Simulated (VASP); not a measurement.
A run of VASP 6.6.1:

The input INCAR:

```
  ALGO = Normal
  EDIFF = 1E-7
  ENCUT = 520
  GGA = PS
  ISIF = 2
  ISMEAR = 1
  ISPIN = 2
  IVDW = 12
  LASPH = T
  LCHARG = T
  LELF = T
  LMAXMIX = 4
  LORBIT = 11
  LREAL = F
  LVHAR = T
  LWAVE = F
  MAGMOM = 3
  NBANDS = 14
  NELM = 150
  PREC = Accurate
  SIGMA = 0.1
```

The input KPOINTS:

```
k-points
0
Gamma
  13 13 13
```

POSCAR

```
Fe
1.0
   -1.4525565699      1.4525565699      1.4525565699
    1.4525565699     -1.4525565699      1.4525565699
    1.4525565699      1.4525565699     -1.4525565699
Fe
1
Direct
    0.0000000000      0.0000000000      0.0000000000
```

Potentials or basis: VASP PAW PBE potentials, release 64 (Fe).

The run is started by

```console
$ cat potpaw_PBE.64/Fe/POTCAR > POTCAR
$ mpirun -np 1 vasp_std > vasp.out
```

Hardware: 1 thread of AMD EPYC 9R45 96-Core Processor (Zen 5), with other jobs on the host.

Problem. Estimate the wall time of this run.

Solution. It took 20 s on 1 thread of AMD EPYC 9R45 96-Core Processor (Zen 5), on a shared host, peak memory 0.12 GiB. Counts: scf iterations 15, k points 84.
